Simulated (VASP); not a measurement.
Wanted: the native input for a VASP 6.6.1 run.

| Property | Result |
| --- | --- |
| Task | relaxation of cell and atoms |
| Functional | PBE |
| Potentials or basis | VASP PAW PBE potentials, release 64 (C) |
| Cutoff | 600 eV |
| k mesh | 12 × 12 × 16 |
| Occupations | fermi-dirac, width 0.08 eV |
| Spin | no spin polarisation |
| Target pressure | 49 GPa |
| Dipole correction | no |
| Further INCAR settings | ALGO = Normal; EDIFF = 1e-07; IBRION = 2; EDIFFG = -0.005; NSW = 60; ISIF = 3 |

The structure of C lies in POSCAR:

```
C
1.0
    3.2010641664      0.0000000000      0.0000000000
   -1.6005320832      2.7722028872      0.0000000000
    0.0000000000      0.0000000000      1.9846597831
C
3
Direct
    0.0000000000      0.0000000000      0.0000000000
    0.3333333333      0.6666666667      0.5000000000
    0.6666666667      0.3333333333      0.5000000000
```

These files were run (other wordings do the same):

INCAR

```
SYSTEM = C
PREC     = Accurate       ! precision mode
ENCUT    = 600            ! plane-wave cutoff, eV
EDIFF    = 1E-7           ! SCF threshold, eV
ISMEAR   = -1             ! smearing method
SIGMA    = 0.08           ! smearing width, eV
LREAL    = .False.        ! projectors in reciprocal space
LASPH    = .True.         ! aspherical terms in the spheres
NELM     = 80             ! most SCF steps
ALGO     = Normal         ! electronic algorithm
ISIF     = 3              ! what is computed and relaxed
LWAVE    = .False.        ! write WAVECAR
LCHARG   = .False.        ! write CHGCAR
GGA      = PE             ! functional
IBRION   = 2              ! ionic algorithm
NSW      = 60             ! ionic steps
EDIFFG   = -0.005         ! ionic threshold
PSTRESS  = 490.0
```

KPOINTS

```
regular mesh
0
Gamma
  12 12 16
  0 0 0
```

Potentials or basis: VASP PAW PBE potentials, release 64 (C).

The run is started by

```console
$ cat potpaw_PBE.64/C/POTCAR > POTCAR
$ mpirun -np 1 vasp_std > vasp.out
```

It gave:

* Relaxed volume: 7.06 Å³/atom
* Relaxed cell: a = 4.406 Å, b = 4.406 Å, c = 1.260 Å, α = 90.00°, β = 90.00°, γ = 120.00°
* Space group after relaxing (to 0.1 Å): P6/mmm (No. 191)
* Energy change on relaxing (the run minimises the enthalpy): -2578.8 meV/atom
* Ionic steps: 30
* Pressure after relaxing: 49.0 GPa
* Band gap on the k mesh: zero (bands 6 and 7 overlap by 18.04 eV)

Caveat: the cell is relaxed towards a set pressure, so the run minimises the enthalpy, not the energy; the volume moved by over 15 % at a fixed basis, so the end points are rough.

Wall time 10 min on 1 thread of AMD EPYC 7R13 (shared host), peak memory 0.13 GiB.
